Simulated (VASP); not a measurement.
# Al2Cu (I4/mcm) in VASP: notebook

The runs below take Al2Cu through single point, with PBEsol.

Program: VASP 6.6.1. These are calculated values, not measurements. Logs are shortened: lines on timing, memory, paths and dates and some standing lists are left out, and cuts for length are marked.

## Step 1: The cell of the first run

The structure is tetragonal, space group I4/mcm (No. 140). The conventional cell has a = 5.873 Å, b = 5.873 Å, c = 4.635 Å, α = 90.00°, β = 90.00°, γ = 90.00°. Al (site symmetry m2m) has 4 Cu at 2.49 Å and 11 Al at 2.65 to 3.12 Å within 3.3 Å. Cu (site symmetry 422) has 2 Cu at 2.32 Å and 8 Al at 2.49 Å within 3.1 Å.

## Step 2: Single point, PBEsol

File INCAR:

```
PREC = Accurate ; ENCUT = 520
EDIFF = 1E-7 ; ISMEAR = 0
SIGMA = 0.15 ; LREAL = False
LASPH = True ; NELM = 60
ALGO = Fast ; ISIF = 2
LWAVE = False ; LCHARG = True
GGA = PS ; LELF = True
LVHAR = True ; NBANDS = 26
```

File KPOINTS:

```
regular mesh
0
Gamma
  10 10 10
```

File POSCAR:

```
Al2Cu
1.0
   -2.9366000000      2.9366000000      2.3172500000
    2.9366000000     -2.9366000000      2.3172500000
    2.9366000000      2.9366000000     -2.3172500000
Al Cu
4 2
Direct
    0.1593210787      0.6593210787      0.8186421574
    0.6593210787      0.8406789213      0.5000000000
    0.8406789213      0.3406789213      0.1813578426
    0.3406789213      0.1593210787      0.5000000000
    0.7500000000      0.7500000000      0.0000000000
    0.2500000000      0.2500000000      0.0000000000
```

Potentials or basis: VASP PAW PBE potentials, release 64 (Al, Cu).

Started as:

```sh
cat potpaw_PBE.64/Al/POTCAR potpaw_PBE.64/Cu/POTCAR > POTCAR
mpirun -np 1 vasp_std > vasp.out
```

OUTCAR:

```text
PREC = Accurate
   ENCUT = 520
   EDIFF = 1E-7
   ISMEAR = 0
   LREAL = False
   LASPH = True
   NELM = 60
   ISIF = 2
   GGA = PS

 ion  position               nearest neighbor table
   1  0.159  0.659  0.819-   5 2.49   6 2.49   5 2.49   6 2.49   3 2.65   3 2.76   3 2.76   4 2.98
                             2 2.98   2 2.98   4 2.98   4 3.12   2 3.12   2 3.12   4 3.12
   2  0.659  0.841  0.500-   6 2.49   5 2.49   5 2.49   6 2.49   4 2.65   4 2.76   4 2.76   3 2.98
                             1 2.98   1 2.98   3 2.98   1 3.12   3 3.12   1 3.12   3 3.12
   3  0.841  0.341  0.181-   5 2.49   6 2.49   5 2.49   6 2.49   1 2.65   1 2.76   1 2.76   2 2.98
                             4 2.98   4 2.98   2 2.98   4 3.12   2 3.12   4 3.12   2 3.12
   4  0.341  0.159  0.500-   5 2.49   6 2.49   6 2.49   5 2.49   2 2.65   2 2.76   2 2.76   3 2.98
                             1 2.98   1 2.98   3 2.98   1 3.12   3 3.12   3 3.12   1 3.12
   5  0.750  0.750  0.000-   6 2.32   6 2.32   4 2.49   2 2.49   4 2.49   2 2.49   1 2.49   3 2.49
                             3 2.49   1 2.49
   6  0.250  0.250  0.000-   5 2.32   5 2.32   2 2.49   4 2.49   2 2.49   4 2.49   3 2.49   1 2.49
                             1 2.49   3 2.49

  LATTYP: Found a body centered tetragonal cell.
 ALAT       =     5.8732000000
 C/A-ratio  =     0.7890928284

  Lattice vectors:

 A1 = (  -2.9366000000,   2.9366000000,   2.3172500000)
 A2 = (   2.9366000000,  -2.9366000000,   2.3172500000)
 A3 = (   2.9366000000,   2.9366000000,  -2.3172500000)

Analysis of symmetry for initial positions (statically):
=====================================================================
 Subroutine PRICEL returns:
 Original cell was already a primitive cell.

 Routine SETGRP: Setting up the symmetry group for a
 body centered tetragonal supercell.

 Subroutine GETGRP returns: Found 16 space group operations
 (whereof  8 operations were pure point group operations)
 out of a pool of 16 trial point group operations.

The static configuration has the point symmetry C_4h.
 The point group associated with its full space group is D_4h.

Analysis of symmetry for dynamics (positions and initial velocities):
=====================================================================
 Subroutine PRICEL returns:
 Original cell was already a primitive cell.

 Routine SETGRP: Setting up the symmetry group for a
 body centered tetragonal supercell.

 Subroutine GETGRP returns: Found 16 space group operations
 (whereof  8 operations were pure point group operations)
 out of a pool of 16 trial point group operations.

The dynamic configuration has the point symmetry C_4h.
 The point group associated with its full space group is D_4h.

 Subroutine INISYM returns: Found 16 space group operations
 (whereof  8 operations are pure point group operations),
 and found     1 'primitive' translations

----------------------------------------------------------------------------------------

                                     Primitive cell

  volume of cell :      79.9323

  direct lattice vectors                    reciprocal lattice vectors
    -2.936600000  2.936600000  2.317250000     0.000000000  0.170264932  0.215773007
     2.936600000 -2.936600000  2.317250000     0.170264932  0.000000000  0.215773007
     2.936600000  2.936600000 -2.317250000     0.170264932  0.170264932  0.000000000

  length of vectors
     4.755721468  4.755721468  4.755721468     0.274860215  0.274860215  0.240790976

  position of ions in fractional coordinates (direct lattice)
     0.159321079  0.659321079  0.818642157
     0.659321079  0.840678921  0.500000000
     0.840678921  0.340678921  0.181357843
     0.340678921  0.159321079  0.500000000
     0.750000000  0.750000000  0.000000000
     0.250000000  0.250000000  0.000000000

  ion indices of the primitive-cell ions
   primitive index   ion index
                 1           1
                 2           2
                 3           3
                 4           4
                 5           5
                 6           6

----------------------------------------------------------------------------------------

 KPOINTS: regular mesh

Automatic generation of k-mesh.
 Grid dimensions read from file:
 generate k-points for:   10   10   10

 Generating k-lattice:

  Cartesian coordinates                     Fractional coordinates (reciprocal lattice)
     0.000000000  0.017026493  0.021577301     0.100000000  0.000000000 -0.000000000
     0.017026493  0.000000000  0.021577301     0.000000000  0.100000000 -0.000000000
     0.017026493  0.017026493  0.000000000     0.000000000  0.000000000  0.100000000

  Length of vectors
     0.027486021  0.027486021  0.024079098

  Shift w.r.t. Gamma in fractional coordinates (k-lattice)
     0.000000000  0.000000000  0.000000000

 Subroutine IBZKPT returns following result:
 ===========================================

 Found    102 irreducible k-points:

 Following reciprocal coordinates:
            Coordinates               Weight
  0.000000  0.000000  0.000000      1.000000
  0.100000 -0.000000  0.000000      8.000000
  0.200000 -0.000000  0.000000      8.000000
  0.300000  0.000000  0.000000      8.000000
  0.400000 -0.000000  0.000000      8.000000
  0.500000  0.000000  0.000000      4.000000
[... 16 lines left out ...]
  0.300000  0.300000  0.000000      8.000000
  0.400000  0.300000 -0.000000     16.000000
 [... further k-points ...]
   k-points           NKPTS =    102   k-points in BZ     NKDIM =    102   number of bands    NBANDS=     26
   number of dos      NEDOS =    301   number of ions     NIONS =      6
   total plane-waves  NPLWV =  46656
   dimension x,y,z NGX =    36 NGY =   36 NGZ =   36
   dimension x,y,z NGXF=    72 NGYF=   72 NGZF=   72
   ions per type =               4   2
   NGX,Y,Z   is equivalent  to a cutoff of  12.58, 12.58, 12.58 a.u.
   NGXF,Y,Z  is equivalent  to a cutoff of  25.17, 25.17, 25.17 a.u.
 SYSTEM =  unknown system
   PREC   = accura    normal or accurate (medium, high low for compatibility)
   ISTART =      0    job   : 0-new  1-cont  2-samecut
   ICHARG =      2    charge: 1-file 2-atom 10-const
   ISPIN  =      1    spin polarized calculation?
   LNONCOLLINEAR =      F non collinear calculations
   LSORBIT =      F    spin-orbit coupling
   LASPH  =      T    aspherical Exc in radial PAW
   ENCUT  =  520.0 eV  38.22 Ry    6.18 a.u.   8.84  8.84  8.84*2*pi/ulx,y,z
   NELM   =     60;   NELMIN=  2; NELMDL= -5     # of ELM steps
   EDIFF  = 0.1E-06   stopping-criterion for ELM
   LREAL  =      F    real-space projection
   EDIFFG = 0.1E-05   stopping-criterion for IOM
   NSW    =      0    number of steps for IOM
   IBRION =     -1    ionic relax: 0-MD 1-quasi-New 2-CG
   NFREE  =      0    steps in history (QN), initial steepest desc. (CG)
   ISIF   =      2    stress and relaxation
   ISYM   =      2    0-nonsym 1-usesym 2-fastsym
   POTIM  = 0.5000    time-step for ionic-motion
   TEBEG  =    0.0;   TEEND  =   0.0 temperature during run
   PSTRESS=    0.0 pullay stress
   NELECT =      34.0000    total number of electrons
   NUPDOWN=      -1.0000    fix difference up-down
   EMIN   =  10.00;   EMAX   =-10.00  energy-range for DOS
   EFERMI =   0.00;   METHOD = LEGACY
   ISMEAR =     0;   SIGMA  =   0.15  broadening in eV -4-tet -1-fermi 0-gaus
   EFERMI_NEDOS =   21; number of points for ismear=-14 and -15
   IALGO  =     68    algorithm
   IMIX   =      4    mixing-type and parameters
     AMIX     =   0.40;   BMIX     =  1.00
     AMIX_MAG =   1.60;   BMIX_MAG =  1.00
  volume/ion in A,a.u.               =      13.32        89.90
  Fermi-wavevector in a.u.,A,eV,Ry     =   1.231195  2.326622 20.624284  1.515842
  Thomas-Fermi vector in A             =   2.366014
   LORBIT       =      0    0 simple, 1 ext, 2 COOP (PROOUT), +10 PAW based schemes
   GGA     = PS    functional components
   LHFCALC =     F    Hartree Fock is set to
   AEXX    =    0.0000 exact exchange contribution
   IVDW    =     0    specifies the selected vdW correction
   LEPSILON=     F    determine dielectric tensor
   LRPA    =     F    only Hartree local field effects (RPA)
 non-spin polarized calculation
 RMM-DIIS sequential band-by-band and
 Gauss-broadening in eV      SIGMA  =   0.15
  energy-cutoff  :      520.00
  volume of cell :       79.93
 maximum number of plane-waves:      2180
   NGX = 17   NGY = 17   NGZ = 17

 number of electron      33.9999997 magnetization

 Free energy of the ion-electron system (eV)
  ---------------------------------------------------
  ext. energy  EPLUGINS =         0.00000000
  ---------------------------------------------------
  free energy    TOTEN  =       -25.78875691 eV

  energy without entropy =      -25.77035640  energy(sigma->0) =      -25.77955666

 E-fermi :   9.2436     XC(G=0): -11.4306

 val. band max:        9.2405579584   @ k =  -0.4000  -0.4000   0.1000
 cond. band min:       9.2841063319   @ k =  -0.4000   0.3000  -0.0000
 fundamental gap:      0.0435483736
 Fermi energy:         9.2435658612

 k-point     1 :       0.0000    0.0000    0.0000
  band No.  band energies     occupation
      1      -2.3924      2.00000
      2       3.2770      2.00000
      3       3.4126      2.00000
      4       3.4714      2.00000
      5       3.4714      2.00000
      6       4.4938      2.00000
[... 18 lines left out ...]
     25      14.6615      0.00000
     26      15.3269      0.00000

 k-point     2 :       0.1000   -0.0000    0.0000
  band No.  band energies     occupation
      1      -2.2782      2.00000
      2       3.2713      2.00000
      3       3.4453      2.00000
      4       3.4546      2.00000
      5       3.4713      2.00000
      6       4.4753      2.00000
[... 18 lines left out ...]
     25      14.7961      0.00000
     26      15.6097      0.00000

 k-point     3 :       0.2000   -0.0000    0.0000
  band No.  band energies     occupation
      1      -1.9373      2.00000
      2       3.2612      2.00000
      3       3.3011      2.00000
      4       3.4635      2.00000
      5       3.5408      2.00000
      6       4.4053      2.00000
[... 18 lines left out ...]
     25      15.2347      0.00000
     26      15.8050      0.00000

 k-point     4 :       0.3000    0.0000    0.0000
  band No.  band energies     occupation
      1      -1.3742      2.00000
      2       2.6143      2.00000
      3       3.2667      2.00000
      4       3.4464      2.00000
      5       3.6668      2.00000
      6       4.2938      2.00000
[... 18 lines left out ...]
     25      16.0227      0.00000
     26      16.7522      0.00000

 k-point     5 :       0.4000   -0.0000    0.0000
  band No.  band energies     occupation
      1      -0.5986      2.00000
      2       1.4905      2.00000
      3       3.2987      2.00000
      4       3.4091      2.00000
      5       3.7864      2.00000
      6       4.1126      2.00000
[... 18 lines left out ...]
     25      16.1901      0.00000
     26      16.4070      0.00000

 k-point     6 :       0.5000    0.0000    0.0000
  band No.  band energies     occupation
      1       0.3710      2.00000
      2       0.3710      2.00000
      3       3.3536      2.00000
      4       3.3536      2.00000
      5       3.9186      2.00000
      6       3.9186      2.00000
[... 427 lines left out ...]
 k-point    21 :      -0.3000    0.2000    0.0000
  band No.  band energies     occupation
      1      -1.7589      2.00000
      2       2.1822      2.00000
      3       3.3417      2.00000
      4       3.4901      2.00000
      5       3.6065      2.00000
      6       4.2397      2.00000
[... 18 lines left out ...]
     25      14.0158      0.00000
     26      17.8809      0.00000

 k-point    22 :      -0.2000    0.2000    0.0000
  band No.  band energies     occupation
      1      -2.0447      2.00000
      2       2.5580      2.00000
      3       3.4100      2.00000
      4       3.4374      2.00000
      5       3.5721      2.00000
      6       4.3309      2.00000
[... 18 lines left out ...]
     25      13.0136      0.00000
     26      18.1269      0.00000

 k-point    23 :       0.3000    0.3000    0.0000
  band No.  band energies     occupation
      1       0.8005      2.00000
      2       1.0627      2.00000
      3       1.1436      2.00000
      4       3.3095      2.00000
      5       4.1090      2.00000
      6       4.1190      2.00000
[... 18 lines left out ...]
     25      15.9968      0.00000
     26      17.2423      0.00000

 k-point    24 :       0.4000    0.3000   -0.0000
  band No.  band energies     occupation
      1       0.1263      2.00000
      2       0.9439      2.00000
      3       1.8560      2.00000
      4       3.4156      2.00000
      5       3.8716      2.00000
      6       4.0517      2.00000
[... 18 lines left out ...]
     25      16.5075      0.00000
     26      16.6863      0.00000

 [... further k-points ...]

------------------------ aborting loop because EDIFF is reached ----------------------------------------

  FORCE on cell =-STRESS in cart. coord.  units (eV):
  Direction    XX          YY          ZZ          XY          YZ          ZX
  --------------------------------------------------------------------------------------
  -------------------------------------------------------------------------------------
  Total        4.8907204      4.8907204      6.7647955      0.0000000      0.0000000      0.0000000
  in kB       98.0304397     98.0304397    135.5947224      0.0000000      0.0000000      0.0000000
  external PRESSURE =     110.5518673 kB  Pullay stress =       0.0000000 kB

 VOLUME and BASIS-vectors are now :
 -----------------------------------------------------------------------------
  energy-cutoff  :      520.00
  volume of cell :       79.93
      direct lattice vectors                 reciprocal lattice vectors
    -2.936600000  2.936600000  2.317250000     0.000000000  0.170264932  0.215773007
     2.936600000 -2.936600000  2.317250000     0.170264932  0.000000000  0.215773007
     2.936600000  2.936600000 -2.317250000     0.170264932  0.170264932  0.000000000

 POSITION                                       TOTAL-FORCE (eV/Angst)
 -----------------------------------------------------------------------------------
      3.87232      0.93572      0.00000        -0.103963     -0.103963     -0.000000
      2.00088      0.93572      2.31725         0.103963     -0.103963      0.000000
     -0.93572      2.00088      2.31725         0.103963      0.103963      0.000000
      0.93572      2.00088      0.00000        -0.103963      0.103963      0.000000
      0.00000      0.00000      3.47588         0.000000      0.000000      0.000000
      0.00000      0.00000      1.15863         0.000000      0.000000      0.000000
 -----------------------------------------------------------------------------------
    total drift:                                0.000000      0.000000      0.000000

  FREE ENERGIE OF THE ION-ELECTRON SYSTEM (eV)
  ---------------------------------------------------
  free  energy   TOTEN  =       -25.7887569070 eV

  energy  without entropy=      -25.7703564032  energy(sigma->0) =      -25.77955666
```

Run time: 8.8 min. Hardware: 1 thread of Intel Xeon 8259CL, shared host; peak memory 0.33 GiB.

What came out:

```yaml
Free_energy: -25.7888 eV
Pressure: 11.1 GPa
Largest_force: 0.147 eV/Å
Band_gap_on_the_k_mesh: zero (bands 17 and 18 overlap by 4.88 eV)
```

Forces in eV/Å, atoms in the order of the input:
```
Al  -0.104 -0.104  0.000
Al   0.104 -0.104  0.000
Al   0.104  0.104  0.000
Al  -0.104  0.104  0.000
Cu   0.000  0.000  0.000
Cu   0.000  0.000  0.000
```

Caveat: the cell stands under pressure; the PAW data sets were made with another functional, which shifts forces and pressure a little.

## Step 3: Single point, PBEsol

This run uses another cell than the first one, of 13.43 Å³/atom.

File INCAR:

```
PREC = Accurate
ENCUT = 520
EDIFF = 1E-7
ISMEAR = 0
SIGMA = 0.15
LREAL = F
LASPH = T
NELM = 60
ALGO = Fast
ISIF = 2
LWAVE = F
LCHARG = F
GGA = PS
NBANDS = 26
```

KPOINTS is that of step 2.

Changes to POSCAR since step 2:

```diff
@@ -2,5 +2,5 @@
 1.0
-   -2.9366000000      2.9366000000      2.3172500000
-    2.9366000000     -2.9366000000      2.3172500000
-    2.9366000000      2.9366000000     -2.3172500000
+   -2.8467000000      2.8467000000      2.4862000000
+    2.8467000000     -2.8467000000      2.4862000000
+    2.8467000000      2.8467000000     -2.4862000000
 Al Cu
```

Potentials or basis: VASP PAW PBE potentials, release 64 (Al, Cu).

Started as:

```sh
cat potpaw_PBE.64/Al/POTCAR potpaw_PBE.64/Cu/POTCAR > POTCAR
mpirun -np 1 vasp_std > vasp.out
```

Run time: 7.9 min. Hardware: 1 thread of Intel Xeon 8259CL, shared host; peak memory 0.33 GiB.

Results (log left out):

| Property | Result |
| --- | --- |
| Free energy | -25.6716 eV |
| Pressure | 10.3 GPa |
| Largest force | 0.276 eV/Å |
| Band gap on the k mesh | zero (bands 17 and 18 overlap by 3.82 eV) |

Forces in eV/Å, atoms in the order of the input:
```
Al   0.195  0.195  0.000
Al  -0.195  0.195  0.000
Al  -0.195 -0.195  0.000
Al   0.195 -0.195  0.000
Cu   0.000  0.000  0.000
Cu   0.000  0.000  0.000
```

Stress tensor (GPa, compression positive):
```
14.08  0.00  0.00
 0.00 14.08  0.00
 0.00  0.00  2.84
```

Levels at points of the mesh, in eV from the Fermi level:
| k point | band 13 | band 14 | band 15 | band 16 | band 17 | band 18 | band 19 | band 20 | band 21 | band 22 |
| --- | --- | --- | --- | --- | --- | --- | --- | --- | --- | --- |
| (0.00, 0.00, 0.00) | -2.79 | -2.10 | -1.64 | -1.62 | -1.62 | -1.27 | -0.06 | 0.18 | 1.10 | 1.30 |
| (0.50, 0.00, 0.00) | -3.26 | -3.26 | -2.74 | -2.74 | 0.51 | 0.51 | 3.45 | 3.45 | 4.98 | 4.98 |
| (0.50, 0.50, 0.00) | -3.72 | -3.42 | -1.61 | -1.18 | -1.17 | -0.55 | 1.42 | 2.01 | 4.82 | 4.95 |
| (0.50, 0.50, 0.50) | -3.75 | -3.75 | -3.49 | -2.28 | 2.35 | 2.91 | 2.91 | 3.79 | 4.25 | 4.77 |

Caveat: the cell stands under pressure; the PAW data sets were made with another functional, which shifts forces and pressure a little.

[end of part 1 of 2]
